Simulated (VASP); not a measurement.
# CsI (Pm-3m) in VASP: vibrations by perturbation theory with LDA

Aim: the vibrations by perturbation theory of CsI with LDA.

All numbers are computed with VASP 6.6.1; they aren't measurements. Logs are shortened: lines on timing, memory, paths and dates and some standing lists are left out, and cuts for length are marked.

### Step 1. The cell of the first run

The structure is cubic, space group Pm-3m (No. 221). The conventional cell has a = 4.107 Å, b = 4.107 Å, c = 4.107 Å, α = 90.00°, β = 90.00°, γ = 90.00°. Within 4.7 Å of Cs (site symmetry m-3m) lie 8 I at 3.56 Å and 6 Cs at 4.11 Å. I (site symmetry m-3m) has 8 Cs at 3.56 Å and 6 I at 4.11 Å within 4.7 Å.

### Step 2. Vibrations by perturbation theory, LDA

File INCAR:

```
SYSTEM = CsI
PREC = Accurate ; ENCUT = 500
EDIFF = 1E-8 ; ISMEAR = 0
SIGMA = 0.01 ; LREAL = .False.
LASPH = .True. ; NELM = 120
ALGO = Normal ; ISIF = 2
LWAVE = .False. ; LCHARG = .False.
GGA = CA ; IBRION = 8
NSW = 1 ; LEPSILON = .True.
GGA_COMPAT = .False.
```

File KPOINTS:

```
Automatic mesh
0
Gamma
  6 6 6
  0 0 0
```

File POSCAR:

```
CsI
1.0
    4.1073189185      0.0000000000      0.0000000000
    0.0000000000      4.1073189185      0.0000000000
    0.0000000000      0.0000000000      4.1073189185
Cs I
1 1
Direct
    0.0000000000      0.0000000000      0.0000000000
    0.5000000000      0.5000000000      0.5000000000
```

Potentials or basis: VASP PAW LDA potentials, release 64 (Cs_sv, I).

Command:

```sh
> cat potpaw_LDA.64/Cs_sv/POTCAR potpaw_LDA.64/I/POTCAR > POTCAR
> mpirun -np 1 vasp_std > vasp.out
```

OUTCAR:

```text
SYSTEM = CsI
   PREC = Accurate
   ENCUT = 500
   EDIFF = 1E-8
   ISMEAR = 0
   LREAL = .False.
   LASPH = .True.
   NELM = 120
   ISIF = 2
   GGA = CA
   IBRION = 8
   NSW = 1
   LEPSILON = .True.

 ion  position               nearest neighbor table
   1  0.000  0.000  0.000-
   2  0.500  0.500  0.500-

  LATTYP: Found a simple cubic cell.
 ALAT       =     4.1073189185

  Lattice vectors:

 A1 = (   4.1073189185,   0.0000000000,   0.0000000000)
 A2 = (   0.0000000000,   4.1073189185,   0.0000000000)
 A3 = (   0.0000000000,   0.0000000000,   4.1073189185)

Analysis of symmetry for initial positions (statically):
=====================================================================
 Subroutine PRICEL returns:
 Original cell was already a primitive cell.

 Routine SETGRP: Setting up the symmetry group for a
 simple cubic supercell.

 Subroutine GETGRP returns: Found 48 space group operations
 (whereof 48 operations were pure point group operations)
 out of a pool of 48 trial point group operations.

The static configuration has the point symmetry O_h .

Analysis of symmetry for dynamics (positions and initial velocities):
=====================================================================
 Subroutine PRICEL returns:
 Original cell was already a primitive cell.

 Routine SETGRP: Setting up the symmetry group for a
 simple cubic supercell.

 Subroutine GETGRP returns: Found 48 space group operations
 (whereof 48 operations were pure point group operations)
 out of a pool of 48 trial point group operations.

The dynamic configuration has the point symmetry O_h .

 Subroutine INISYM returns: Found 48 space group operations
 (whereof 48 operations are pure point group operations),
 and found     1 'primitive' translations

----------------------------------------------------------------------------------------

                                     Primitive cell

  volume of cell :      69.2908

  direct lattice vectors                    reciprocal lattice vectors
     4.107318918  0.000000000  0.000000000     0.243467824  0.000000000  0.000000000
     0.000000000  4.107318918  0.000000000     0.000000000  0.243467824  0.000000000
     0.000000000  0.000000000  4.107318918     0.000000000  0.000000000  0.243467824

  length of vectors
     4.107318918  4.107318918  4.107318918     0.243467824  0.243467824  0.243467824

  position of ions in fractional coordinates (direct lattice)
     0.000000000  0.000000000  0.000000000
     0.500000000  0.500000000  0.500000000

  ion indices of the primitive-cell ions
   primitive index   ion index
                 1           1
                 2           2

----------------------------------------------------------------------------------------

 KPOINTS: Automatic mesh

Automatic generation of k-mesh.
 Grid dimensions read from file:
 generate k-points for:    6    6    6

 Generating k-lattice:

  Cartesian coordinates                     Fractional coordinates (reciprocal lattice)
     0.040577971  0.000000000  0.000000000     0.166666667  0.000000000  0.000000000
     0.000000000  0.040577971  0.000000000     0.000000000  0.166666667  0.000000000
     0.000000000  0.000000000  0.040577971     0.000000000  0.000000000  0.166666667

  Length of vectors
     0.040577971  0.040577971  0.040577971

  Shift w.r.t. Gamma in fractional coordinates (k-lattice)
     0.000000000  0.000000000  0.000000000

 Subroutine IBZKPT returns following result:
 ===========================================

 Found     20 irreducible k-points:

 Following reciprocal coordinates:
            Coordinates               Weight
[... 398 lines left out ...]
  energy-cutoff  :      500.00
  volume of cell :       69.29
      direct lattice vectors                 reciprocal lattice vectors
     4.107318918  0.000000000  0.000000000     0.243467824  0.000000000  0.000000000
     0.000000000  4.107318918  0.000000000     0.000000000  0.243467824  0.000000000
     0.000000000  0.000000000  4.107318918     0.000000000  0.000000000  0.243467824

 POSITION                                       TOTAL-FORCE (eV/Angst)
 -----------------------------------------------------------------------------------
      0.00000      0.00000      0.00000         0.000000      0.000000      0.000000
      2.05366      2.05366      2.05366         0.000000      0.000000      0.000000
 -----------------------------------------------------------------------------------
    total drift:                                0.000000     -0.000000     -0.000000

  FREE ENERGIE OF THE ION-ELECTRON SYSTEM (eV)
  ---------------------------------------------------
  free  energy   TOTEN  =        -5.9293383761 eV

  energy  without entropy=       -5.9293383761  energy(sigma->0) =       -5.92933838

 HEAD OF MICROSCOPIC STATIC DIELECTRIC TENSOR (INDEPENDENT PARTICLE, excluding Hartree and local field effects)
 ------------------------------------------------------
           4.953287     0.000000    -0.000000
           0.000000     4.953287     0.000000
           0.000000     0.000000     4.953287
 ------------------------------------------------------

 Free energy of the ion-electron system (eV)
  ---------------------------------------------------
  ---------------------------------------------------
  free energy    TOTEN  =        -0.71923912 eV

  energy without entropy =       -0.71923912

------------------------ aborting loop because EDIFF is reached ----------------------------------------

--------------------------------------- Ionic step        2  -------------------------------------------

------------------------ aborting loop because EDIFF is reached ----------------------------------------

--------------------------------------- Ionic step        3  -------------------------------------------

------------------------ aborting loop because EDIFF is reached ----------------------------------------

 PIEZOELECTRIC TENSOR FIELD DIRECTION 3  (e Angst)
 -----------------------------------------------------------------------------
    -0.00032  0.00000  0.00000           (  0.00001  0.00000  0.00000)
     0.00000 -0.00032 -0.00000           (  0.00000  0.00001 -0.00000)
     0.00000 -0.00000 -0.00403           (  0.00000 -0.00000  0.00005)

 PIEZOELECTRIC TENSOR FIELD DIRECTION 3  (C/m^2)
 -----------------------------------------------------------------------------
    -0.00007  0.00000  0.00000
     0.00000 -0.00007 -0.00000
     0.00000 -0.00000 -0.00093

--------------------------------------- Ionic step        4  -------------------------------------------

------------------------ aborting loop because EDIFF is reached ----------------------------------------

[... ionic steps 5 to 6 ...]

--------------------------------------- Ionic step        7  -------------------------------------------

 Free energy of the ion-electron system (eV)
  ---------------------------------------------------
  ---------------------------------------------------
  free energy    TOTEN  =        -0.08518513 eV

  energy without entropy =       -0.08518513

------------------------ aborting loop because EDIFF is reached ----------------------------------------

 INTERNAL STRAIN TENSOR  FOR ION    2  DIRECTION 1   (eV/Angst):
 -----------------------------------------------------------------------------
     0.01816  0.00000  0.00000
     0.00000  0.00400  0.00000
    -0.00000  0.00000  0.00400

 MACROSCOPIC STATIC DIELECTRIC TENSOR (including local field effects in DFT)
 ------------------------------------------------------
           4.465728    -0.000000     0.000000
           0.000000     4.465728     0.000000
          -0.000000    -0.000000     4.465728
 ------------------------------------------------------

 PIEZOELECTRIC TENSOR (including local field effects)  for field in x, y, z        (e  Angst)
          XX          YY          ZZ          XY          YZ          ZX
  --------------------------------------------------------------------------------
  x     0.00000     0.00000     0.00000     0.00000     0.00000     0.00000
  y     0.00000     0.00000     0.00000     0.00000     0.00000     0.00000
  z     0.00000     0.00000     0.00000     0.00000     0.00000     0.00000

 PIEZOELECTRIC TENSOR (including local field effects)  for field in x, y, z        (C/m^2)
          XX          YY          ZZ          XY          YZ          ZX
  --------------------------------------------------------------------------------
  x     0.00000     0.00000     0.00000     0.00000     0.00000     0.00000
  y     0.00000     0.00000     0.00000     0.00000     0.00000     0.00000
  z     0.00000     0.00000     0.00000     0.00000     0.00000     0.00000

 BORN EFFECTIVE CHARGES (including local field effects) (in |e|, cummulative output)
 ---------------------------------------------------------------------------------
 ion    1
    1     1.33029     0.00000     0.00000
    2    -0.00000     1.33029    -0.00000
    3    -0.00000    -0.00000     1.33029
 ion    2
    1    -1.33029    -0.00000    -0.00000
    2     0.00000    -1.33029     0.00000
    3     0.00000     0.00000    -1.33029

 INTERNAL STRAIN TENSOR FOR ION    2 for displacements in x,y,z  (eV/Angst):
          X           Y           Z          XY          YZ          ZX
  --------------------------------------------------------------------------------
  x     0.00000     0.00000     0.00000     0.00000     0.00000     0.00000
  y     0.00000     0.00000     0.00000     0.00000     0.00000     0.00000
  z     0.00000     0.00000     0.00000     0.00000     0.00000     0.00000

 SECOND DERIVATIVES (NOT SYMMETRIZED)
 ------------------------------------
               1X          1Y          1Z          2X          2Y          2Z
  1X    -2.934110   -0.000000    0.000000    2.934110    0.000000    0.000000
  1Y    -0.000000   -2.934110    0.000000    0.000000    2.934110   -0.000000
  1Z     0.000000    0.000000   -2.934110   -0.000000   -0.000000    2.934110
  2X     2.934900   -0.000000    0.000000   -2.934900    0.000000   -0.000000
  2Y     0.000000    2.934900   -0.000000   -0.000000   -2.934900    0.000000
  2Z     0.000000    0.000000    2.934900   -0.000000   -0.000000   -2.934900

 Eigenvectors and eigenvalues of the dynamical matrix
 ----------------------------------------------------

   1 f  =    3.323851 THz    20.884374 2PiTHz  110.871746 cm-1    13.746338 meV
             X         Y         Z           dx          dy          dz
      0.000000  0.000000  0.000000    -0.023724    0.008283   -0.698399
      2.053659  2.053659  2.053659     0.024281   -0.008477    0.714804
[... 21 lines left out ...]
   6 f/i=    0.000224 THz     0.001405 2PiTHz    0.007458 cm-1     0.000925 meV
             X         Y         Z           dx          dy          dz
      0.000000  0.000000  0.000000    -0.148097    0.540294   -0.444699
      2.053659  2.053659  2.053659    -0.144698    0.527894   -0.434493

--------------------------------------------------------------------------------------------------------

 MACROSCOPIC STATIC DIELECTRIC TENSOR IONIC CONTRIBUTION
 ------------------------------------------------------
           1.574872    -0.000000     0.000000
          -0.000000     1.574872    -0.000000
           0.000000    -0.000000     1.574872
 ------------------------------------------------------

 ELASTIC MODULI CONTR FROM IONIC RELAXATION (kBar)
 Direction    XX          YY          ZZ          XY          YZ          ZX
 --------------------------------------------------------------------------------
 XX           0.0000      0.0000      0.0000      0.0000      0.0000      0.0000
 YY           0.0000      0.0000      0.0000      0.0000      0.0000      0.0000
 ZZ           0.0000      0.0000      0.0000      0.0000      0.0000      0.0000
 XY           0.0000      0.0000      0.0000      0.0000      0.0000      0.0000
 YZ           0.0000      0.0000      0.0000      0.0000      0.0000      0.0000
 ZX           0.0000      0.0000      0.0000      0.0000      0.0000      0.0000
 --------------------------------------------------------------------------------

 PIEZOELECTRIC TENSOR IONIC CONTR  for field in x, y, z        (C/m^2)
          XX          YY          ZZ          XY          YZ          ZX
  --------------------------------------------------------------------------------
  x     0.00000     0.00000     0.00000     0.00000     0.00000     0.00000
  y     0.00000     0.00000     0.00000     0.00000     0.00000     0.00000
  z     0.00000     0.00000     0.00000     0.00000     0.00000     0.00000
```

Wall time 2.2 min (1 thread of Intel Xeon Platinum 8488C (Sapphire Rapids), shared host); peak memory 0.23 GiB.

What came out:

```
Electronic dielectric tensor (diagonal)                 : 4.47
Born charges (mean of the diagonal)                     : Cs +1.33; I -1.33 e
Highest phonon frequency at Γ, LO-TO splitting left out : 111 cm⁻¹
```

Phonon frequencies in cm⁻¹ (negative: imaginary):
```
              q point        frequencies
(0.000, 0.000, 0.000)  0 0 0 111 111 111
```

Electronic dielectric tensor:
```
4.47 0.00 0.00
0.00 4.47 0.00
0.00 0.00 4.47
```

Born effective charge tensors (e):
atom 1, Cs
```
1.33 0.00 0.00
0.00 1.33 0.00
0.00 0.00 1.33
```
atom 2, I
```
-1.33  0.00  0.00
 0.00 -1.33  0.00
 0.00  0.00 -1.33
```

Caveat: the cell wasn't relaxed at this level first, which shifts response properties; spin-orbit coupling is left out, which moves the levels of the heavy elements.
